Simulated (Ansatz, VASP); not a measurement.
# Cd4Te: VASP beside Ansatz

```
Cd Te
1.0
    -3.58427    3.58427    2.23458
     3.58427   -3.58427    2.23458
     3.58427    3.58427   -2.23458
Cd Te
4 1
Direct
  0.40000 0.20000 0.60000
  0.20000 0.60000 0.80000
  0.60000 0.80000 0.40000
  0.80000 0.40000 0.20000
  0.00000 0.00000 0.00000
```

Change from the starting cell: species swapped into the LuAg4 type (I4/m, No. 87).

Alike in both runs: task relaxation of cell and atoms; functional PBE; k mesh 4 × 4 × 4; occupations gaussian, width 0.1 eV; no spin polarisation.

|  | VASP | Ansatz |
| --- | --- | --- |
| version | VASP 6.6.1 | Ansatz 0.2.0 |
| potentials or method | VASP PAW PBE potentials, release 64 (Cd, Te), cutoff 600 eV | scalar-relativistic, plane waves, PAW |
| valence electrons in the cell | 54 | 96 |

```tsv
	VASP	Ansatz	Ansatz less VASP
gap on the k mesh at the Fermi level, each at its own relaxed structure (eV)	none	none	-
relaxed volume (Å³/atom)	25.30	25.38	+0.072
relaxed cell length with the largest relative difference (Å)	5.774	5.767	-0.0073
```

A gap of «none» marks a metal or a gap that the smearing closes. VASP's potentials hold 54 valence electrons a cell and Ansatz's 96, so a difference there can come from the potentials and not from the codes.

The k mesh is coarse, so the values compare programs but aren't converged. Neither program's run includes spin-orbit coupling.
